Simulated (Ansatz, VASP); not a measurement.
## One calculation of Mg2O, two programs

```
Mg O
1.0
     1.53788    0.88789    5.03231
    -1.53788    0.88789    5.03231
     0.00000   -1.77579    5.03231
Mg O
2 1
Direct
  0.74935 0.74935 0.74935
  0.25065 0.25065 0.25065
  0.00000 0.00000 0.00000
```

Alike in both runs: functional PBE; k mesh 12 × 12 × 12; occupations gaussian, width 0.1 eV; no spin polarisation.

Ansatz relaxed the structure, and its values are those at the end. VASP's run is a single point on that final structure, the one shown.

|  | VASP | Ansatz |
| --- | --- | --- |
| version | VASP 6.6.1 | Ansatz 0.2.0 |
| potentials or method | VASP PAW PBE potentials, release 64 (Mg, O), cutoff 520 eV | scalar-relativistic, plane waves, PAW |
| valence electrons in the cell | 10 | 26 |

|  | VASP | Ansatz | Ansatz less VASP |
| --- | --- | --- | --- |
| gap on the k mesh at the Fermi level (eV) | none | none | - |
| pressure (GPa) | -0.4 | 0.0 | +0.41 |
| rms of the force components (eV/Å) | 0.009 | 0.003 | -0.0063 |

A gap of «none» marks a metal or a gap that the smearing closes. VASP's potentials hold 10 valence electrons a cell and Ansatz's 26, so a difference there can come from the potentials and not from the codes.
